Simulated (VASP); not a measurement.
# NaI (Fm-3m) in VASP: notebook

NaI is run at these levels: r2SCAN; tasks: single point.

All numbers are computed with VASP 6.6.1; they aren't measurements. Logs are shortened: lines on timing, memory, paths and dates and some standing lists are left out, and cuts for length are marked.

## Step 1: The cell of the first run

It takes space group Fm-3m (No. 225, cubic). The conventional cell has a = 6.516 Å, b = 6.516 Å, c = 6.516 Å, α = 90.00°, β = 90.00°, γ = 90.00°. Within 4.3 Å of I (site symmetry m-3m) lie 6 Na at 3.26 Å. Within 4.3 Å of Na (site symmetry m-3m) lie 6 I at 3.26 Å.

## Step 2: Single point, r2SCAN

Input file POSCAR:

```
NaI
1.0
    0.0000000000      3.2578337372      3.2578337372
    3.2578337372      0.0000000000      3.2578337372
    3.2578337372      3.2578337372      0.0000000000
I Na
1 1
Direct
    0.5000000000      0.5000000000      0.5000000000
    0.0000000000      0.0000000000      0.0000000000
```

Input file INCAR.step1:

```
SYSTEM = NaI
PREC     = Accurate       ! precision mode
ENCUT    = 520            ! plane-wave cutoff, eV
ISMEAR   = -1             ! smearing method
SIGMA    = 0.05           ! smearing width, eV
LREAL    = .FALSE.        ! projectors in reciprocal space
LASPH    = .TRUE.         ! aspherical terms in the spheres
NELM     = 60             ! most SCF steps
NBANDS   = 14             ! bands
GGA      = PE             ! functional
ALGO     = Normal         ! electronic algorithm
EDIFF    = 1E-4           ! SCF threshold, eV
LWAVE    = .TRUE.         ! write WAVECAR
LCHARG   = .FALSE.        ! write CHGCAR
```

Input file INCAR.step2:

```
SYSTEM = NaI
PREC     = Accurate       ! precision mode
ENCUT    = 520            ! plane-wave cutoff, eV
EDIFF    = 1E-6           ! SCF threshold, eV
ISMEAR   = -1             ! smearing method
SIGMA    = 0.05           ! smearing width, eV
LREAL    = .FALSE.        ! projectors in reciprocal space
LASPH    = .TRUE.         ! aspherical terms in the spheres
NELM     = 60             ! most SCF steps
ALGO     = Normal         ! electronic algorithm
ISIF     = 2              ! what is computed and relaxed
LWAVE    = .FALSE.        ! write WAVECAR
LCHARG   = .FALSE.        ! write CHGCAR
METAGGA  = R2SCAN         ! meta-GGA
LMIXTAU  = .TRUE.       
NBANDS   = 14             ! bands
ISTART   = 1
```

Input file KPOINTS:

```
regular mesh
0
G
  7 7 7
  0 0 0
```

Potentials or basis: VASP PAW PBE potentials, release 64 (I, Na_pv).

Launch:

```sh
> cat potpaw_PBE.64/I/POTCAR potpaw_PBE.64/Na_pv/POTCAR > POTCAR
> cp INCAR.step1 INCAR
> mpirun -np 1 vasp_std > vasp.out
> cp INCAR.step2 INCAR
> mpirun -np 1 vasp_std > vasp.out
```

OUTCAR:

```text
SYSTEM = NaI
   PREC = Accurate
   ENCUT = 520
   EDIFF = 1E-6
   ISMEAR = -1
   LREAL = .FALSE.
   LASPH = .TRUE.
   NELM = 60
   ISIF = 2
   METAGGA = R2SCAN
   ISTART = 1

 ion  position               nearest neighbor table
   1  0.500  0.500  0.500-
   2  0.000  0.000  0.000-

  LATTYP: Found a face centered cubic cell.
 ALAT       =     6.5156674744

  Lattice vectors:

 A1 = (   0.0000000000,   3.2578337372,   3.2578337372)
 A2 = (   3.2578337372,   0.0000000000,   3.2578337372)
 A3 = (   3.2578337372,   3.2578337372,   0.0000000000)

Analysis of symmetry for initial positions (statically):
=====================================================================
 Subroutine PRICEL returns:
 Original cell was already a primitive cell.

 Routine SETGRP: Setting up the symmetry group for a
 face centered cubic supercell.

 Subroutine GETGRP returns: Found 48 space group operations
 (whereof 48 operations were pure point group operations)
 out of a pool of 48 trial point group operations.

The static configuration has the point symmetry O_h .

Analysis of symmetry for dynamics (positions and initial velocities):
=====================================================================
 Subroutine PRICEL returns:
 Original cell was already a primitive cell.

 Routine SETGRP: Setting up the symmetry group for a
 face centered cubic supercell.

 Subroutine GETGRP returns: Found 48 space group operations
 (whereof 48 operations were pure point group operations)
 out of a pool of 48 trial point group operations.

The dynamic configuration has the point symmetry O_h .

 Subroutine INISYM returns: Found 48 space group operations
 (whereof 48 operations are pure point group operations),
 and found     1 'primitive' translations

----------------------------------------------------------------------------------------

                                     Primitive cell

  volume of cell :      69.1539

  direct lattice vectors                    reciprocal lattice vectors
     0.000000000  3.257833737  3.257833737    -0.153476218  0.153476218  0.153476218
     3.257833737  0.000000000  3.257833737     0.153476218 -0.153476218  0.153476218
     3.257833737  3.257833737  0.000000000     0.153476218  0.153476218 -0.153476218

  length of vectors
     4.607272655  4.607272655  4.607272655     0.265828607  0.265828607  0.265828607

  position of ions in fractional coordinates (direct lattice)
[... 82 lines left out ...]
   POTIM  = 0.5000    time-step for ionic-motion
   TEBEG  =    0.0;   TEEND  =   0.0 temperature during run
   PSTRESS=    0.0 pullay stress
   NELECT =      14.0000    total number of electrons
   NUPDOWN=      -1.0000    fix difference up-down
   EMIN   =  10.00;   EMAX   =-10.00  energy-range for DOS
   EFERMI =   0.00;   METHOD = LEGACY
   ISMEAR =    -1;   SIGMA  =   0.05  broadening in eV -4-tet -1-fermi 0-gaus
   EFERMI_NEDOS =   21; number of points for ismear=-14 and -15
   IALGO  =     38    algorithm
   IMIX   =      4    mixing-type and parameters
     AMIX     =   0.40;   BMIX     =  1.00
     AMIX_MAG =   1.60;   BMIX_MAG =  1.00
  volume/ion in A,a.u.               =      34.58       233.34
  Fermi-wavevector in a.u.,A,eV,Ry     =   0.961270  1.816536 12.572320  0.924039
  Thomas-Fermi vector in A             =   2.090627
   LORBIT       =      0    0 simple, 1 ext, 2 COOP (PROOUT), +10 PAW based schemes
   METAGGA = R2SCAN    functional components
   LHFCALC =     F    Hartree Fock is set to
   AEXX    =    0.0000 exact exchange contribution
   IVDW    =     0    specifies the selected vdW correction
   LEPSILON=     F    determine dielectric tensor
   LRPA    =     F    only Hartree local field effects (RPA)
 non-spin polarized calculation
  energy-cutoff  :      520.00
  volume of cell :       69.15
 maximum number of plane-waves:      1877
 NGX is ok and might be reduce to    36
   NGX = 17   NGY = 17   NGZ = 17

 number of electron      13.9999992 magnetization

 Free energy of the ion-electron system (eV)
  ---------------------------------------------------
  ext. energy  EPLUGINS =         0.00000000
  ---------------------------------------------------
  free energy    TOTEN  =       -31.08258194 eV

  energy without entropy =      -31.08258194  energy(sigma->0) =      -31.08258194

 E-fermi :   1.3985     XC(G=0):  -7.9841

 val. band max:        0.3439055545   @ k =   0.0000   0.0000   0.0000
 cond. band min:       4.7229926126   @ k =   0.0000   0.0000   0.0000
 fundamental gap:      4.3790870581
 Fermi energy:         1.3984752362

 k-point     1 :       0.0000    0.0000    0.0000
  band No.  band energies     occupation
      1     -22.9289      2.00000
      2     -22.9286      2.00000
      3     -22.9286      2.00000
      4     -10.9503      2.00000
      5       0.3439      2.00000
      6       0.3439      2.00000
      7       0.3439      2.00000
      8       4.7230      0.00000
      9       8.8182      0.00000
     10       8.8182      0.00000
     11       8.8182      0.00000
     12      10.6389      0.00000
     13      10.6389      0.00000
     14      11.4362      0.00000
[... 309 lines left out ...]
      1     -22.9313      2.00000
      2     -22.9311      2.00000
      3     -22.9300      2.00000
      4     -10.5558      2.00000
      5      -1.1130      2.00000
      6      -1.0414      2.00000
      7      -0.3894      2.00000
      8       6.7466      0.00000
      9       7.9378      0.00000
     10       8.8469      0.00000
     11       9.3144      0.00000
     12      12.0634      0.00000
     13      12.6255      0.00000
     14      14.6921      0.00000

------------------------ aborting loop because EDIFF is reached ----------------------------------------

  FORCE on cell =-STRESS in cart. coord.  units (eV):
  Direction    XX          YY          ZZ          XY          YZ          ZX
  --------------------------------------------------------------------------------------
  -------------------------------------------------------------------------------------
  Total       -0.2062672     -0.2062672     -0.2062672     -0.0000000     -0.0000000      0.0000000
  in kB       -4.7788569     -4.7788569     -4.7788569     -0.0000000     -0.0000000      0.0000000
  external PRESSURE =      -4.7788569 kB  Pullay stress =       0.0000000 kB

 VOLUME and BASIS-vectors are now :
 -----------------------------------------------------------------------------
  energy-cutoff  :      520.00
  volume of cell :       69.15
      direct lattice vectors                 reciprocal lattice vectors
     0.000000000  3.257833737  3.257833737    -0.153476218  0.153476218  0.153476218
     3.257833737  0.000000000  3.257833737     0.153476218 -0.153476218  0.153476218
     3.257833737  3.257833737  0.000000000     0.153476218  0.153476218 -0.153476218

 POSITION                                       TOTAL-FORCE (eV/Angst)
 -----------------------------------------------------------------------------------
      3.25783      3.25783      3.25783         0.000000      0.000000     -0.000000
      0.00000      0.00000      0.00000         0.000000      0.000000      0.000000
 -----------------------------------------------------------------------------------
    total drift:                                0.000000      0.000000      0.000000

  FREE ENERGIE OF THE ION-ELECTRON SYSTEM (eV)
  ---------------------------------------------------
  free  energy   TOTEN  =       -31.0825819436 eV

  energy  without entropy=      -31.0825819436  energy(sigma->0) =      -31.08258194
```

OUTCAR.step1:

```text
SYSTEM = NaI
   PREC = Accurate
   ENCUT = 520
   ISMEAR = -1
   LREAL = .FALSE.
   LASPH = .TRUE.
[... 554 lines left out ...]
      3.25783      3.25783      3.25783         0.000000      0.000000      0.000000
      0.00000      0.00000      0.00000         0.000000      0.000000     -0.000000
 -----------------------------------------------------------------------------------
    total drift:                                0.000000      0.000000      0.000000

  FREE ENERGIE OF THE ION-ELECTRON SYSTEM (eV)
  ---------------------------------------------------
  free  energy   TOTEN  =        -5.3873447928 eV

  energy  without entropy=       -5.3873447927  energy(sigma->0) =       -5.38734479
```

Wall time 48 s (1 thread of AMD EPYC 9R45 (Zen 5), shared host); peak memory 0.18 GiB.

Results:

```
Free energy            : -31.0826 eV
Pressure               : -0.5 GPa
Band gap on the k mesh : 4.38 eV, direct
```

Caveat: the PAW data sets were made with another functional, which shifts forces and pressure a little; spin-orbit coupling is left out, which moves the levels of the heavy elements. r2SCAN opens gaps a little over a GGA but as a rule still falls short of measured ones.

## Step 3: Single point, r2SCAN

This run uses another cell than the first one, of 35.25 Å³/atom, 1.020 times its volume.

Input file POSCAR:

```
NaI
1.0
    0.0000000000      3.2789890945      3.2789890945
    3.2789890945      0.0000000000      3.2789890945
    3.2789890945      3.2789890945      0.0000000000
I Na
1 1
Direct
    0.5000000000      0.5000000000      0.5000000000
    0.0000000000      0.0000000000      0.0000000000
```

Input file INCAR.step1:

```
SYSTEM = NaI
PREC = Accurate
ENCUT = 520
ISMEAR = -1
SIGMA = 0.05
LREAL = .FALSE.
LASPH = .TRUE.
NELM = 60
NBANDS = 14
GGA = PE
ALGO = Normal
EDIFF = 1E-4
LWAVE = .TRUE.
LCHARG = .FALSE.
```

Input file INCAR.step2:

```
SYSTEM = NaI
PREC = Accurate
ENCUT = 520
EDIFF = 1E-6
ISMEAR = -1
SIGMA = 0.05
LREAL = .FALSE.
LASPH = .TRUE.
NELM = 60
ALGO = Normal
ISIF = 2
LWAVE = .FALSE.
LCHARG = .TRUE.
METAGGA = R2SCAN
LMIXTAU = .TRUE.
LELF = .TRUE.
LVHAR = .TRUE.
NBANDS = 14
ISTART = 1
```

KPOINTS is that of step 2.

Potentials or basis: VASP PAW PBE potentials, release 64 (I, Na_pv).

Launch:

```sh
> cat potpaw_PBE.64/I/POTCAR potpaw_PBE.64/Na_pv/POTCAR > POTCAR
> cp INCAR.step1 INCAR
> mpirun -np 1 vasp_std > vasp.out
> cp INCAR.step2 INCAR
> mpirun -np 1 vasp_std > vasp.out
```

OUTCAR:

```text
SYSTEM = NaI
   PREC = Accurate
   ENCUT = 520
   EDIFF = 1E-6
   ISMEAR = -1
   LREAL = .FALSE.
   LASPH = .TRUE.
   NELM = 60
   ISIF = 2
   METAGGA = R2SCAN
   ISTART = 1

 ion  position               nearest neighbor table
   1  0.500  0.500  0.500-
   2  0.000  0.000  0.000-

  LATTYP: Found a face centered cubic cell.
 ALAT       =     6.5579781890

  Lattice vectors:

 A1 = (   0.0000000000,   3.2789890945,   3.2789890945)
 A2 = (   3.2789890945,   0.0000000000,   3.2789890945)
 A3 = (   3.2789890945,   3.2789890945,   0.0000000000)

Analysis of symmetry for initial positions (statically):
=====================================================================
 Subroutine PRICEL returns:
 Original cell was already a primitive cell.

 Routine SETGRP: Setting up the symmetry group for a
 face centered cubic supercell.

 Subroutine GETGRP returns: Found 48 space group operations
 (whereof 48 operations were pure point group operations)
 out of a pool of 48 trial point group operations.

The static configuration has the point symmetry O_h .

Analysis of symmetry for dynamics (positions and initial velocities):
=====================================================================
 Subroutine PRICEL returns:
 Original cell was already a primitive cell.

 Routine SETGRP: Setting up the symmetry group for a
 face centered cubic supercell.

 Subroutine GETGRP returns: Found 48 space group operations
 (whereof 48 operations were pure point group operations)
 out of a pool of 48 trial point group operations.

The dynamic configuration has the point symmetry O_h .

 Subroutine INISYM returns: Found 48 space group operations
 (whereof 48 operations are pure point group operations),
 and found     1 'primitive' translations

----------------------------------------------------------------------------------------
[... 113 lines left out ...]
   METAGGA = R2SCAN    functional components
   LHFCALC =     F    Hartree Fock is set to
   AEXX    =    0.0000 exact exchange contribution
   IVDW    =     0    specifies the selected vdW correction
   LEPSILON=     F    determine dielectric tensor
   LRPA    =     F    only Hartree local field effects (RPA)
 non-spin polarized calculation
  energy-cutoff  :      520.00
  volume of cell :       70.51
 maximum number of plane-waves:      1917
   NGX = 17   NGY = 17   NGZ = 17

 number of electron      13.9999997 magnetization

 Free energy of the ion-electron system (eV)
  ---------------------------------------------------
  ext. energy  EPLUGINS =         0.00000000
  ---------------------------------------------------
  free energy    TOTEN  =       -31.07737758 eV

  energy without entropy =      -31.07737758  energy(sigma->0) =      -31.07737758

 E-fermi :   1.3197     XC(G=0):  -7.9020

 val. band max:        0.2139329552   @ k =   0.0000   0.0000   0.0000
 cond. band min:       4.5360645553   @ k =   0.0000   0.0000   0.0000
 fundamental gap:      4.3221316001
 Fermi energy:         1.3196954255

 k-point     1 :       0.0000    0.0000    0.0000
  band No.  band energies     occupation
      1     -23.0818      2.00000
      2     -23.0816      2.00000
      3     -23.0816      2.00000
      4     -11.0319      2.00000
      5       0.2139      2.00000
      6       0.2139      2.00000
      7       0.2139      2.00000
      8       4.5361      0.00000
      9       8.6865      0.00000
     10       8.6866      0.00000
     11       8.6866      0.00000
     12      10.4774      0.00000
     13      10.4774      0.00000
     14      11.2816      0.00000
[... 309 lines left out ...]
      1     -23.0840      2.00000
      2     -23.0839      2.00000
      3     -23.0828      2.00000
      4     -10.6597      2.00000
      5      -1.1931      2.00000
      6      -1.1240      2.00000
      7      -0.4926      2.00000
      8       6.5856      0.00000
      9       7.7751      0.00000
     10       8.6735      0.00000
     11       9.1340      0.00000
     12      11.8344      0.00000
     13      12.4186      0.00000
     14      14.4255      0.00000

------------------------ aborting loop because EDIFF is reached ----------------------------------------

  FORCE on cell =-STRESS in cart. coord.  units (eV):
  Direction    XX          YY          ZZ          XY          YZ          ZX
  --------------------------------------------------------------------------------------
  -------------------------------------------------------------------------------------
  Total       -0.3242220     -0.3242220     -0.3242220      0.0000000      0.0000000      0.0000000
  in kB       -7.3672128     -7.3672128     -7.3672128      0.0000000      0.0000000      0.0000000
  external PRESSURE =      -7.3672128 kB  Pullay stress =       0.0000000 kB

 VOLUME and BASIS-vectors are now :
 -----------------------------------------------------------------------------
  energy-cutoff  :      520.00
  volume of cell :       70.51
      direct lattice vectors                 reciprocal lattice vectors
     0.000000000  3.278989094  3.278989094    -0.152486021  0.152486021  0.152486021
     3.278989094  0.000000000  3.278989094     0.152486021 -0.152486021  0.152486021
     3.278989094  3.278989094  0.000000000     0.152486021  0.152486021 -0.152486021

 POSITION                                       TOTAL-FORCE (eV/Angst)
 -----------------------------------------------------------------------------------
      3.27899      3.27899      3.27899        -0.000000     -0.000000      0.000000
      0.00000      0.00000      0.00000         0.000000      0.000000     -0.000000
 -----------------------------------------------------------------------------------
    total drift:                                0.000000      0.000000      0.000000

  FREE ENERGIE OF THE ION-ELECTRON SYSTEM (eV)
  ---------------------------------------------------
  free  energy   TOTEN  =       -31.0773775827 eV

  energy  without entropy=      -31.0773775827  energy(sigma->0) =      -31.07737758
```

It took 50 s on 1 thread of AMD EPYC 9R45 (Zen 5), shared host; peak memory 0.19 GiB.

What came out:

* Free energy: -31.0774 eV
* Pressure: -0.7 GPa
* Band gap on the k mesh: 4.32 eV, direct

Caveat: the PAW data sets were made with another functional, which shifts forces and pressure a little; spin-orbit coupling is left out, which moves the levels of the heavy elements. r2SCAN opens gaps a little over a GGA but as a rule still falls short of measured ones.
